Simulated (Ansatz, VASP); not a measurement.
## One calculation of TiC, two programs

```
Ti C
1.0
     0.00000    2.15930    2.15930
     2.15930    0.00000    2.15930
     2.15930    2.15930    0.00000
Ti C
1 1
Direct
  0.00000 0.00000 0.00000
  0.50000 0.50000 0.50000
```

Alike in both runs: task single point; functional PBEsol; k mesh 8 × 8 × 8; occupations gaussian, width 0.1 eV; no spin polarisation.

|  | VASP | Ansatz |
| --- | --- | --- |
| version | VASP 6.6.1 | Ansatz 0.2.0 |
| potentials or method | VASP PAW PBE potentials, release 64 (Ti_sv, C), cutoff 520 eV | scalar-relativistic, plane waves, PAW |
| valence electrons in the cell | 16 | 16 |

Ansatz gave:

```
gap on the k mesh at the Fermi level (eV) : none
pressure (GPa)                            : -4.5
```

Q: What did VASP give for the same quantities?

A: gap on the k mesh at the Fermi level (eV): none; pressure (GPa): -4.3.

VASP's potentials were made for PBE, not for PBEsol. A gap of «none» marks a metal or a gap that the smearing closes.
